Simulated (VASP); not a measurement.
# Tl12O (a cell with a defect) in VASP: notebook

Runs on Tl12O (a cell with a defect). Level: PBE. Tasks: single point, molecular dynamics.

Everything below comes from runs of VASP 6.6.1. Logs are shortened: lines on timing, memory, paths and dates and some standing lists are left out, and cuts for length are marked.

## 1. The cell of the first run

The cell holds a defect, 13 atoms: a = 6.920 Å, b = 10.380 Å, c = 5.533 Å, α = 90.00°, β = 90.00°, γ = 120.00°.

## 2. Single point, PBE

The input, INCAR:

```
PREC = Accurate
ENCUT = 520
EDIFF = 1E-7
ISMEAR = -1
SIGMA = 0.002
LREAL = False
LASPH = True
NELM = 80
ALGO = Normal
ISIF = 2
LWAVE = False
LCHARG = True
GGA = PE
LELF = True
LVHAR = True
NBANDS = 93
```

The input, KPOINTS:

```
regular mesh
0
Gamma
  2 1 2
```

The input, POSCAR:

```
Tl12O
1.0
    6.9200000000      0.0000000000      0.0000000000
   -5.1900000000      8.9893440000      0.0000000000
    0.0000000000      0.0000000000      5.5325400000
Tl O
12 1
Direct
   -0.0288075856     -0.0076201333      0.0257747798
    0.1519477836      0.2218070640      0.4901726874
    0.0256916690      0.3319819555      0.0234069704
    0.2149876838      0.5697523646      0.5245872601
   -0.0041389657      0.6792597992     -0.0075010755
    0.2199378613      0.9346955684      0.5249126080
    0.5030247540     -0.0098783626      0.0107545540
    0.6745374462      0.2511751692      0.4895039168
    0.4724564778      0.3061847450     -0.0670578071
    0.6353364682      0.5442443854      0.4999331229
    0.4712859767      0.6507705123     -0.0234431202
    0.6605435116      0.8612641812      0.5024997560
    0.8746146202      0.1278291275      0.7601029545
```

Potentials or basis: VASP PAW PBE potentials, release 64 (Tl_d, O).

The run is started by

```sh
> cat potpaw_PBE.64/Tl_d/POTCAR potpaw_PBE.64/O/POTCAR > POTCAR
> mpirun -np 1 vasp_std > vasp.out
```

OUTCAR:

```text
PREC = Accurate
   ENCUT = 520
   EDIFF = 1E-7
   ISMEAR = -1
   LREAL = False
   LASPH = True
   NELM = 80
   ISIF = 2
   GGA = PE

 ion  position               nearest neighbor table
   1  0.971  0.992  0.026-  13 2.35   7 3.23  12 3.24   2 3.30   5 3.34   3 3.35   9 3.41  12 3.45
                             6 3.46   6 3.47  11 3.51   2 3.61   7 3.69
   2  0.152  0.222  0.490-  13 2.23   3 3.12   9 3.12   6 3.25   1 3.30  10 3.35   4 3.42   3 3.43
                             8 3.47   8 3.47  12 3.58   1 3.61   9 3.64
   3  0.026  0.332  0.023-  13 2.34   2 3.12  11 3.21   9 3.27   8 3.35   1 3.35   2 3.43   4 3.49
                             4 3.50   7 3.58   8 3.65   5 3.72   9 3.74
   4  0.215  0.570  0.525-  11 2.93  10 3.05  12 3.06  11 3.40   2 3.42   5 3.47   3 3.49   3 3.50
                             8 3.55   5 3.74   6 3.77  10 3.89
   5  0.996  0.679  0.992-   1 3.34   7 3.38  11 3.45   6 3.47   4 3.47  10 3.48  11 3.49  10 3.55
                             3 3.72   4 3.74   6 3.74   9 3.77
   6  0.220  0.935  0.525-   7 3.20   8 3.22   2 3.25   7 3.34   1 3.46   5 3.47   1 3.47  12 3.50
                            12 3.55   5 3.74   4 3.77   9 4.03  10 4.05
   7  0.503  0.990  0.011-  13 2.63   6 3.20   1 3.23   6 3.34   5 3.38   9 3.42  11 3.42  12 3.44
                            12 3.51   8 3.54   3 3.58   1 3.69   8 3.72
   8  0.675  0.251  0.490-  13 2.75   9 3.02  10 3.19   6 3.22   3 3.35   2 3.47   2 3.47   7 3.54
                             9 3.54   4 3.55   3 3.65   7 3.72  12 4.00
   9  0.472  0.306  0.933-   8 3.02   2 3.12  10 3.21   3 3.27   1 3.41   7 3.42   8 3.54  11 3.59
                             2 3.64   3 3.74   5 3.77  10 3.80   6 4.03
  10  0.635  0.544  0.500-   4 3.05   8 3.19  12 3.21   9 3.21  11 3.27   2 3.35   5 3.48  11 3.49
                             5 3.55   9 3.80   4 3.89   6 4.05
  11  0.471  0.651  0.977-   4 2.93   3 3.21  12 3.24  10 3.27   4 3.40   7 3.42   5 3.45  12 3.48
                            10 3.49   5 3.49   1 3.51   9 3.59
  12  0.661  0.861  0.502-  13 2.79   4 3.06  10 3.21   1 3.24  11 3.24   7 3.44   1 3.45  11 3.48
                             6 3.50   7 3.51   6 3.55   2 3.58   8 4.00
  13  0.875  0.128  0.760-   2 2.23   3 2.34   1 2.35   7 2.63   8 2.75  12 2.79

  LATTYP: Found a simple monoclinic cell.
 ALAT       =     6.9200000000
 B/A-ratio  =     0.7995000000
 C/A-ratio  =     1.3228756993
 COS(beta)  =    -0.1889822302

  Lattice vectors:

 A1 = (   6.9200000000,   0.0000000000,   0.0000000000)
 A2 = (   0.0000000000,   0.0000000000,   5.5325400000)
 A3 = (  -1.7300000000,  -8.9893440000,   0.0000000000)

Analysis of symmetry for initial positions (statically):
=====================================================================
 Subroutine PRICEL returns:
 Original cell was already a primitive cell.

[... 135 lines left out ...]
   EMIN   =  10.00;   EMAX   =-10.00  energy-range for DOS
   EFERMI =   0.00;   METHOD = LEGACY
   ISMEAR =    -1;   SIGMA  =   0.00  broadening in eV -4-tet -1-fermi 0-gaus
   EFERMI_NEDOS =   21; number of points for ismear=-14 and -15
   IALGO  =     38    algorithm
   IMIX   =      4    mixing-type and parameters
     AMIX     =   0.40;   BMIX     =  1.00
     AMIX_MAG =   1.60;   BMIX_MAG =  1.00
  volume/ion in A,a.u.               =      26.47       178.65
  Fermi-wavevector in a.u.,A,eV,Ry     =   1.273484  2.406536 22.065417  1.621762
  Thomas-Fermi vector in A             =   2.406305
   LORBIT       =      0    0 simple, 1 ext, 2 COOP (PROOUT), +10 PAW based schemes
   GGA     = PE    functional components
[... 5 lines left out ...]
 non-spin polarized calculation
  energy-cutoff  :      520.00
  volume of cell :      344.16
 maximum number of plane-waves:      9276
 NGX is ok and might be reduce to    54
   NGX = 25   NGY = 39   NGZ = 21

 number of electron     162.0000008 magnetization

 Free energy of the ion-electron system (eV)
  ---------------------------------------------------
  ext. energy  EPLUGINS =         0.00000000
  ---------------------------------------------------
  free energy    TOTEN  =       -31.61143040 eV

  energy without entropy =      -31.61020955  energy(sigma->0) =      -31.61081998

 E-fermi :   6.4115     XC(G=0): -10.2718

 val. band max:        6.4095381337   @ k =   0.5000  -0.0000   0.5000
 cond. band min:       6.4133990526   @ k =   0.0000   0.0000   0.0000
 fundamental gap:      0.0038609190
 Fermi energy:         6.4115048874

 k-point     1 :       0.0000    0.0000    0.0000
  band No.  band energies     occupation
      1     -11.4993      2.00000
      2      -5.5179      2.00000
      3      -5.3961      2.00000
      4      -5.3547      2.00000
      5      -5.3106      2.00000
      6      -5.2511      2.00000
[... 373 lines left out ...]
     92       9.9735      0.00000
     93      10.9835      0.00000

------------------------ aborting loop because EDIFF is reached ----------------------------------------

  FORCE on cell =-STRESS in cart. coord.  units (eV):
  Direction    XX          YY          ZZ          XY          YZ          ZX
  --------------------------------------------------------------------------------------
  -------------------------------------------------------------------------------------
  Total        7.9827654     15.2131063     14.3197840     -6.5481300     -0.2543468     -0.8345798
  in kB       37.1625316     70.8222671     66.6635432    -30.4838079     -1.1840721     -3.8852572
  external PRESSURE =      58.2161140 kB  Pullay stress =       0.0000000 kB

 VOLUME and BASIS-vectors are now :
 -----------------------------------------------------------------------------
  energy-cutoff  :      520.00
  volume of cell :      344.16
      direct lattice vectors                 reciprocal lattice vectors
     6.920000000  0.000000000  0.000000000     0.144508671  0.083432117  0.000000000
    -5.190000000  8.989344000  0.000000000     0.000000000  0.111242823  0.000000000
     0.000000000  0.000000000  5.532540000     0.000000000  0.000000000  0.180748806

 POSITION                                       TOTAL-FORCE (eV/Angst)
 -----------------------------------------------------------------------------------
      1.57020      8.92084      0.14260         0.887617     -0.598388      0.051875
     -0.09970      1.99390      2.71190         0.848317      0.056141     -0.706805
     -1.54520      2.98430      0.12950        -0.522213      0.648218      0.143995
     -1.46930      5.12170      2.90230        -1.347628     -0.125483     -0.582355
      3.36600      6.10610      5.49104        -0.029372     -0.195069      0.237616
     -3.32910      8.40230      2.90410         0.130610     -0.198196     -0.042513
     -1.65780      8.90054      0.05950        -0.407753      0.267941      0.242697
      3.36420      2.25790      2.70820         0.332587     -0.249738     -0.518809
      1.68030      2.75240      5.16154         0.089596     -0.141746      0.741805
      1.57190      4.89240      2.76590         0.820816      0.174594     -0.271556
     -0.11620      5.85000      5.40284         0.184076      0.175461      0.860478
      0.10100      7.74220      2.78010        -0.089383      0.565387     -0.238272
      5.38890      1.14910      4.20530        -0.897270     -0.379122      0.081844
 -----------------------------------------------------------------------------------
    total drift:                                0.000153      0.000285     -0.000753

  FREE ENERGIE OF THE ION-ELECTRON SYSTEM (eV)
  ---------------------------------------------------
  free  energy   TOTEN  =       -31.6114304034 eV

  energy  without entropy=      -31.6102095521  energy(sigma->0) =      -31.61081998
```

stdout:

```text
POSCAR found type information on POSCAR TlO
 POSCAR found :  2 types and      13 ions
 scaLAPACK will be used
 LDA part: xc-table for (Slater+PW92), standard interpolation
 POSCAR, INCAR and KPOINTS ok, starting setup
 FFT: planning ... GRIDC
 FFT: planning ... GRID_SOFT
 FFT: planning ... GRID
 WAVECAR not read
 entering main loop
```

Run time: 4.6 min. Hardware: 1 thread of AMD EPYC 7R43 (Zen 3), shared host; peak memory 0.41 GiB.

Results:

```yaml
Free_energy: -31.6114 eV
Pressure: 5.8 GPa
Largest_force: 1.473 eV/Å
Band_gap_on_the_k_mesh: zero (band 81 reaches 7.61 eV, above the bottom of band 82 at 6.32 eV)
```

Forces on the atoms (eV/Å):
```
Tl   0.888 -0.598  0.052
Tl   0.848  0.056 -0.707
Tl  -0.522  0.648  0.144
Tl  -1.348 -0.125 -0.582
Tl  -0.029 -0.195  0.238
Tl   0.131 -0.198 -0.043
Tl  -0.408  0.268  0.243
Tl   0.333 -0.250 -0.519
Tl   0.090 -0.142  0.742
Tl   0.821  0.175 -0.272
Tl   0.184  0.175  0.860
Tl  -0.089  0.565 -0.238
O   -0.897 -0.379  0.082
```

Caveat: the k points lie up to 0.70 Å⁻¹ apart; spin-orbit coupling is left out, which moves the levels of the heavy elements.

## 3. Single point, PBE

The input, INCAR:

```
PREC = Accurate ; ENCUT = 520
EDIFF = 1E-6 ; ISMEAR = -1
SIGMA = 0.002 ; LREAL = False
LASPH = True ; NELM = 60
ALGO = Normal ; ISIF = 2
LWAVE = False ; LCHARG = False
GGA = PE ; NBANDS = 93
```

The input, KPOINTS:

```
Automatic mesh
0
Gamma
  2 1 2
```

The input, POSCAR:

```
Tl12O
1.0
    6.9200000000      0.0000000000      0.0000000000
   -5.1900000000      8.9893440000      0.0000000000
    0.0000000000      0.0000000000      5.5325400000
Tl O
12 1
Direct
   -0.0413773149     -0.0040714873      0.0402166094
    0.1398131624      0.2201940431      0.4963542966
    0.0428067893      0.3264976844      0.0421867714
    0.2361294427      0.5770165209      0.5323233090
   -0.0008602842      0.6972922607     -0.0099411843
    0.2421408359      0.9543188024      0.5165981629
    0.5072256659     -0.0166085534      0.0031269543
    0.6749712845      0.2627555470      0.4854732184
    0.4748620170      0.3022245005     -0.0915673452
    0.6027970166      0.5262341724      0.4956313014
    0.4597839407      0.6422938092     -0.0254855817
    0.6629684200      0.8461351574      0.5078860704
    0.8177020127      0.1196527800      0.7694115180
```

Potentials or basis: VASP PAW PBE potentials, release 64 (Tl_d, O).

The run is started by

```sh
> cat potpaw_PBE.64/Tl_d/POTCAR potpaw_PBE.64/O/POTCAR > POTCAR
> mpirun -np 1 vasp_std > vasp.out
```

Wall time 3.7 min (1 thread of AMD EPYC 7R43 (Zen 3), shared host); peak memory 0.43 GiB.

The run converged. Its results:

| Item | Value |
| --- | --- |
| Free energy | -30.4576 eV |
| Pressure | 7.5 GPa |
| Largest force | 3.012 eV/Å |
| Band gap on the k mesh | zero (band 81 reaches 7.52 eV, above the bottom of band 82 at 6.42 eV) |

Forces in eV/Å, atoms in the order of the input:
```
Tl   1.215 -0.347 -0.332
Tl   0.145 -0.593  0.299
Tl  -0.910  0.508 -0.422
Tl  -2.814 -0.442 -0.980
Tl   0.064 -0.293  0.239
Tl   0.061 -0.467  0.014
Tl  -1.029  0.014  0.564
Tl   1.006 -0.391 -1.061
Tl   0.071 -0.274  1.581
Tl   1.622  0.448 -0.623
Tl   0.329  0.279  1.621
Tl   0.081  1.178 -0.315
O    0.160  0.380 -0.585
```

Stress tensor (GPa, compression positive):
```
 6.38 -2.94 -0.44
-2.94  8.65 -0.20
-0.44 -0.20  7.58
```

Levels at points of the mesh, in eV from the Fermi level:
```csv
k point,band 78,band 79,band 80,band 81,band 82,band 83,band 84,band 85
"(0.00, 0.00, 0.00)",-0.86,-0.62,-0.27,-0.13,0.05,0.50,1.12,1.29
"(0.50, 0.00, 0.00)",-1.11,-0.68,-0.37,-0.23,0.13,0.75,1.21,1.50
"(0.00, 0.00, 0.50)",-1.19,-0.77,-0.59,-0.43,-0.09,0.68,1.06,1.32
"(0.50, 0.00, 0.50)",-0.73,-0.53,-0.07,1.01,1.18,1.44,1.58,1.90
```

Caveat: the k points lie up to 0.70 Å⁻¹ apart; spin-orbit coupling is left out, which moves the levels of the heavy elements.

## 4. Single point, PBE

The input, INCAR:

```
SYSTEM = Tl12O
  PREC = Accurate
  ENCUT = 520
  EDIFF = 1E-7
  ISMEAR = -1
  SIGMA = 0.002
  LREAL = .FALSE.
  LASPH = .TRUE.
  NELM = 60
  ALGO = Normal
  ISIF = 2
  LWAVE = .FALSE.
  LCHARG = .FALSE.
  GGA = PE
  NBANDS = 93
```

The input, KPOINTS:

```
Automatic mesh
0
G
  2 1 2
  0 0 0
```

The input, POSCAR:

```
Tl12O
1.0
    6.9200000000      0.0000000000      0.0000000000
   -5.1900000000      8.9893440000      0.0000000000
    0.0000000000      0.0000000000      5.5325400000
Tl O
12 1
Direct
   -0.0450217250     -0.0030925505      0.0507723396
    0.1269728333      0.2148655119      0.5051025388
    0.0541119130      0.3246733021      0.0558694560
    0.2311096551      0.5814217367      0.5299012750
    0.0013125791      0.7127327645     -0.0099592592
    0.2619868316      0.9702598988      0.5087717396
    0.5039170794     -0.0224265530      0.0011025677
    0.6819202599      0.2713657415      0.4702541690
    0.4765090404      0.2965399922     -0.0986346235
    0.5869209021      0.5119060968      0.4851478706
    0.4525104256      0.6357749798     -0.0110437521
    0.6716239105      0.8390823624      0.5101273556
    0.7841243081      0.1346705611      0.7112104025
```

The run is started by

```sh
> cat potpaw_PBE.64/Tl_d/POTCAR potpaw_PBE.64/O/POTCAR > POTCAR
> mpirun -np 1 vasp_std > vasp.out
```

It took 6.6 min on 1 thread of AMD EPYC 7R43 (Zen 3), shared host; peak memory 0.42 GiB.

The run converged. Its results:

```yaml
Free_energy: -30.2190 eV
Pressure: 7.7 GPa
Largest_force: 2.607 eV/Å
Band_gap_on_the_k_mesh: zero (band 81 reaches 7.50 eV, above the bottom of band 82 at 6.60 eV)
```

Forces on the atoms (eV/Å):
```
Tl   0.976 -0.166 -0.590
Tl  -0.051 -0.672  0.719
Tl  -1.052  0.467 -0.935
Tl  -2.561 -0.220 -0.439
Tl   0.247 -0.564 -0.027
Tl   0.014 -0.735  0.162
Tl  -0.557  0.436  0.133
Tl   0.965 -0.319 -1.245
Tl   0.189 -0.248  1.572
Tl   1.104  0.917 -0.358
Tl   0.150  0.161  0.792
Tl   0.086  1.119  0.088
O    0.487 -0.177  0.126
```

Stress tensor (GPa, compression positive):
```
 6.58 -3.57 -0.15
-3.57  9.12 -0.68
-0.15 -0.68  7.37
```

Levels at points of the mesh, in eV from the Fermi level:
```csv
k point,band 79,band 80,band 81,band 82,band 83,band 84
"(0.00, 0.00, 0.00)",-0.76,-0.49,-0.19,0.07,0.15,0.93
"(0.50, 0.00, 0.00)",-0.68,-0.60,-0.47,0.04,0.58,1.14
"(0.00, 0.00, 0.50)",-1.05,-0.68,-0.46,-0.04,0.62,0.84
"(0.50, 0.00, 0.50)",-0.54,-0.26,0.86,0.97,1.25,1.35
```

Caveat: the k points lie up to 0.70 Å⁻¹ apart; spin-orbit coupling is left out, which moves the levels of the heavy elements.

(Part 1 of 2 ends here.)
